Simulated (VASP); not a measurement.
# Ag in VASP: a series of runs, part 3 of 3

VASP 6.6.1. Earlier steps stand in the parts before.

## (5) Relaxation of cell and atoms, PBE

This run uses another cell than the first one, of 17.96 Å³/atom.

The input, INCAR:

```
SYSTEM = Ag
PREC = Accurate
ENCUT = 600
EDIFF = 1E-6
ISMEAR = 0
SIGMA = 0.1
LREAL = .False.
LASPH = .True.
NELM = 60
ALGO = Fast
ISIF = 3
LWAVE = .False.
LCHARG = .False.
GGA = PE
IBRION = 2
NSW = 100
EDIFFG = -0.01
```

The input, KPOINTS:

```
Automatic mesh
0
Gamma
  24 24 24
  0 0 0
```

The input, POSCAR:

```
Ag
1.0
    1.4839692893      0.8567700687      2.3541797625
   -1.4839692893      0.8567700687      2.3541797625
    0.0000000000     -1.7135401373      2.3541797625
Ag
1
Direct
    0.5000000000      0.5000000000      0.5000000000
```

Potentials or basis: VASP PAW PBE potentials, release 64 (Ag).

Started as:

```bash
$ cat potpaw_PBE.64/Ag/POTCAR > POTCAR
$ mpirun -np 1 vasp_std > vasp.out
```

OUTCAR:

```text
SYSTEM = Ag
   PREC = Accurate
   ENCUT = 600
   EDIFF = 1E-6
   ISMEAR = 0
   LREAL = .False.
   LASPH = .True.
   NELM = 60
   ISIF = 3
   GGA = PE
   IBRION = 2
   NSW = 100
   EDIFFG = -0.01

 ion  position               nearest neighbor table
   1  0.500  0.500  0.500-

  LATTYP: Found a trigonal (rhomboedric) cell.
 ALAT       =     2.9117661576
 COS(alpha) =     0.4805223895

  Lattice vectors:

 A1 = (   1.4839692893,   0.8567700687,   2.3541797625)
 A2 = (  -1.4839692893,   0.8567700687,   2.3541797625)
 A3 = (   0.0000000000,  -1.7135401373,   2.3541797625)

Analysis of symmetry for initial positions (statically):
=====================================================================
 Subroutine PRICEL returns:
 Original cell was already a primitive cell.

 Routine SETGRP: Setting up the symmetry group for a
 trigonal (rhombohedral) supercell.

 Subroutine GETGRP returns: Found 12 space group operations
 (whereof 12 operations were pure point group operations)
 out of a pool of 12 trial point group operations.

The static configuration has the point symmetry D_3d.

Analysis of symmetry for dynamics (positions and initial velocities):
=====================================================================
 Subroutine PRICEL returns:
 Original cell was already a primitive cell.

 Routine SETGRP: Setting up the symmetry group for a
 trigonal (rhombohedral) supercell.

 Subroutine GETGRP returns: Found 12 space group operations
 (whereof 12 operations were pure point group operations)
 out of a pool of 12 trial point group operations.

The dynamic configuration has the point symmetry D_3d.

 Subroutine INISYM returns: Found 12 space group operations
 (whereof 12 operations are pure point group operations),
 and found     1 'primitive' translations

----------------------------------------------------------------------------------------

                                     Primitive cell

  volume of cell :      17.9589

  direct lattice vectors                    reciprocal lattice vectors
     1.483969289  0.856770069  2.354179762     0.336934196  0.194529049  0.141592133
    -1.483969289  0.856770069  2.354179762    -0.336934196  0.194529049  0.141592133
     0.000000000 -1.713540137  2.354179762     0.000000000 -0.389058098  0.141592133

  length of vectors
     2.911766158  2.911766158  2.911766158     0.414022385  0.414022385  0.414022385

  position of ions in fractional coordinates (direct lattice)
     0.500000000  0.500000000  0.500000000

  ion indices of the primitive-cell ions
   primitive index   ion index
                 1           1

----------------------------------------------------------------------------------------

 KPOINTS: Automatic mesh

Automatic generation of k-mesh.
 Grid dimensions read from file:
 generate k-points for:   24   24   24

 Generating k-lattice:

  Cartesian coordinates                     Fractional coordinates (reciprocal lattice)
     0.014038925  0.008105377  0.005899672     0.041666667  0.000000000  0.000000000
    -0.014038925  0.008105377  0.005899672     0.000000000  0.041666667  0.000000000
[... 41 lines left out ...]
   number of dos      NEDOS =    301   number of ions     NIONS =      1
   total plane-waves  NPLWV =  13824
   dimension x,y,z NGX =    24 NGY =   24 NGZ =   24
   dimension x,y,z NGXF=    48 NGYF=   48 NGZF=   48
   ions per type =               1
   NGX,Y,Z   is equivalent  to a cutoff of  13.70, 13.70, 13.70 a.u.
   NGXF,Y,Z  is equivalent  to a cutoff of  27.41, 27.41, 27.41 a.u.
 SYSTEM =  Ag
   PREC   = accura    normal or accurate (medium, high low for compatibility)
   ISTART =      0    job   : 0-new  1-cont  2-samecut
   ICHARG =      2    charge: 1-file 2-atom 10-const
   ISPIN  =      1    spin polarized calculation?
   LNONCOLLINEAR =      F non collinear calculations
   LSORBIT =      F    spin-orbit coupling
   LASPH  =      T    aspherical Exc in radial PAW
   ENCUT  =  600.0 eV  44.10 Ry    6.64 a.u.   5.82  5.82  5.82*2*pi/ulx,y,z
   NELM   =     60;   NELMIN=  2; NELMDL= -5     # of ELM steps
   EDIFF  = 0.1E-05   stopping-criterion for ELM
   LREAL  =      F    real-space projection
   EDIFFG = -.1E-01   stopping-criterion for IOM
   NSW    =    100    number of steps for IOM
   IBRION =      2    ionic relax: 0-MD 1-quasi-New 2-CG
   NFREE  =      1    steps in history (QN), initial steepest desc. (CG)
   ISIF   =      3    stress and relaxation
   ISYM   =      2    0-nonsym 1-usesym 2-fastsym
   POTIM  = 0.5000    time-step for ionic-motion
   TEBEG  =    0.0;   TEEND  =   0.0 temperature during run
   PSTRESS=    0.0 pullay stress
   NELECT =      11.0000    total number of electrons
   NUPDOWN=      -1.0000    fix difference up-down
   EMIN   =  10.00;   EMAX   =-10.00  energy-range for DOS
   EFERMI =   0.00;   METHOD = LEGACY
   ISMEAR =     0;   SIGMA  =   0.10  broadening in eV -4-tet -1-fermi 0-gaus
   EFERMI_NEDOS =   21; number of points for ismear=-14 and -15
   IALGO  =     68    algorithm
   IMIX   =      4    mixing-type and parameters
     AMIX     =   0.40;   BMIX     =  1.00
     AMIX_MAG =   1.60;   BMIX_MAG =  1.00
  volume/ion in A,a.u.               =      17.96       121.19
  Fermi-wavevector in a.u.,A,eV,Ry     =   1.390312  2.627309 26.299631  1.932968
  Thomas-Fermi vector in A             =   2.514259
   LORBIT       =      0    0 simple, 1 ext, 2 COOP (PROOUT), +10 PAW based schemes
   GGA     = PE    functional components
   LHFCALC =     F    Hartree Fock is set to
   AEXX    =    0.0000 exact exchange contribution
   IVDW    =     0    specifies the selected vdW correction
   LEPSILON=     F    determine dielectric tensor
   LRPA    =     F    only Hartree local field effects (RPA)
 conjugate gradient relaxation of ions
 non-spin polarized calculation
 RMM-DIIS sequential band-by-band and
 Gauss-broadening in eV      SIGMA  =   0.10
  energy-cutoff  :      600.00
  volume of cell :       17.96
 maximum number of plane-waves:       611
   NGX = 11   NGY = 11   NGZ = 11

--------------------------------------- Ionic step        1  -------------------------------------------

 number of electron      11.0000002 magnetization

 Free energy of the ion-electron system (eV)
  ---------------------------------------------------
  ext. energy  EPLUGINS =         0.00000000
  ---------------------------------------------------
  free energy    TOTEN  =        -2.71637699 eV

  energy without entropy =       -2.71518735  energy(sigma->0) =       -2.71578217

------------------------ aborting loop because EDIFF is reached ----------------------------------------

  FORCE on cell =-STRESS in cart. coord.  units (eV):
  Direction    XX          YY          ZZ          XY          YZ          ZX
  --------------------------------------------------------------------------------------
  -------------------------------------------------------------------------------------
  Total       -0.1683912     -0.1683912      0.1308999     -0.0000000      0.0000000      0.0000000
  in kB      -15.0227698    -15.0227698     11.6780371     -0.0000000      0.0000000      0.0000000
  external PRESSURE =      -6.1225008 kB  Pullay stress =       0.0000000 kB
[... 197 lines left out ...]
--------------------------------------- Ionic step        7  -------------------------------------------

 number of electron      11.0000000 magnetization

 Free energy of the ion-electron system (eV)
  ---------------------------------------------------
  ext. energy  EPLUGINS =         0.00000000
  ---------------------------------------------------
  free energy    TOTEN  =        -2.71968074 eV

  energy without entropy =       -2.71867931  energy(sigma->0) =       -2.71918003

 E-fermi :   7.8961     XC(G=0): -11.9554

 val. band max:        7.8886941224   @ k =   0.5000   0.5000   0.4167
 cond. band min:       7.8974255348   @ k =   0.5000   0.0833   0.0000
 fundamental gap:      0.0087314125
 Fermi energy:         7.8960915408

 k-point     1 :       0.0000    0.0000    0.0000
  band No.  band energies     occupation
      1       0.3897      2.00000
      2       3.1870      2.00000
      3       3.1932      2.00000
      4       3.1932      2.00000
      5       4.1486      2.00000
      6       4.1486      2.00000
      7      23.7719      0.00000
      8      27.1083      0.00000
      9      27.1083      0.00000
[... 265 lines left out ...]
 k-point    24 :       0.4583    0.0417    0.0000
  band No.  band energies     occupation
      1       1.7603      2.00000
      2       3.1684      2.00000
      3       3.2133      2.00000
      4       4.7062      2.00000
      5       4.8699      2.00000
      6       7.0860      2.00000
      7      12.0207      0.00000
      8      23.0448      0.00000
      9      24.9723      0.00000

 [... further k-points ...]
[... 5 lines left out ...]
  --------------------------------------------------------------------------------------
  -------------------------------------------------------------------------------------
  Total        0.0094456      0.0094456     -0.0044409      0.0000000     -0.0000000      0.0000000
  in kB        0.8502739      0.8502739     -0.3997565      0.0000000     -0.0000000      0.0000000
  external PRESSURE =       0.4335971 kB  Pullay stress =       0.0000000 kB
[... 16 lines left out ...]
  FREE ENERGIE OF THE ION-ELECTRON SYSTEM (eV)
  ---------------------------------------------------
  free  energy   TOTEN  =        -2.7196807419 eV

  energy  without entropy=       -2.7186793125  energy(sigma->0) =       -2.71918003

 reached required accuracy - stopping structural energy minimisation
```

Wall time 16 min (1 thread of Oxide Virtual Turin-like, shared host); peak memory 0.37 GiB.

Results:

```yaml
Free_energy: -2.7197 eV
Relaxed_volume: 17.80 Å³/atom
Relaxed_cell: a = 2.932 Å, b = 2.932 Å, c = 2.932 Å, α = 59.95°, β = 59.95°, γ = 59.95°
Space_group_after_relaxing_to_0.1_Å: Fm-3m (No. 225)
Energy_gained_by_relaxing: 3.3 meV/atom
Ionic_steps: 7
Pressure_after_relaxing: 0.0 GPa
Band_gap_on_the_k_mesh: zero (an odd number of electrons rules out a gap without spin polarisation)
```

Stress tensor (GPa, compression positive):
```
 0.09  0.00  0.00
 0.00  0.09  0.00
 0.00  0.00 -0.04
```

Step by step:
```tsv
step	energy change (eV)	largest force (eV/Å)	pressure (GPa)	volume (Å³)
1	0.0000	0.0000	-0.61	17.96
2	-0.0025	0.0000	0.22	17.78
3	-0.0029	0.0000	0.50	17.70
4	-0.0029	0.0000	0.74	17.68
5	-0.0032	0.0000	-0.21	17.84
6	-0.0033	0.0000	0.14	17.79
7	-0.0033	0.0000	0.04	17.80
```

Final structure:
```cif
data_structure
_symmetry_space_group_name_H-M 'P 1'
_symmetry_Int_Tables_number 1
_cell_length_a 2.9317
_cell_length_b 2.9317
_cell_length_c 2.9317
_cell_angle_alpha 59.954
_cell_angle_beta 59.954
_cell_angle_gamma 59.954
_cell_volume 17.80
loop_
_atom_site_label
_atom_site_type_symbol
_atom_site_fract_x
_atom_site_fract_y
_atom_site_fract_z
_atom_site_occupancy
Ag1 Ag 0.50000 0.50000 0.50000 1
```

## (6) Summary

| task | cell | k mesh | cutoff (eV) | gap on the mesh (eV) | pressure (GPa) | relaxed volume (Å³/atom) |
| --- | --- | --- | --- | --- | --- | --- |
| single point | a = 2.933 Å, angles 120.0, 120.0, 90.0°, 1 atom | 26 × 26 × 26 | 520 | none | -0.1 | - |
| single point | a = 2.932 Å, angles 120.0, 120.0, 90.0°, 1 atom | 26 × 26 × 26 | 520 | none | -0.1 | - |
| relaxation of cell and atoms | relaxed from a = 2.932 Å, angles 119.5, 119.5, 90.8°, 1 atom | 26 × 26 × 26 | 600 | none | 0.0 | 17.81 |
| relaxation of cell and atoms | relaxed from a = 2.912 Å, angles 61.3°, 1 atom | 24 × 24 × 24 | 600 | none | 0.0 | 17.80 |

Alike in all rows: level PBE; potentials or basis VASP PAW PBE potentials, release 64 (Ag); no spin polarisation; smearing gaussian 0.1 eV.

Total energies depend on the potentials used, so only differences within one code and one set of settings carry meaning.

The gap in the log of VASP goes by the Fermi energy; the results here count the filled bands.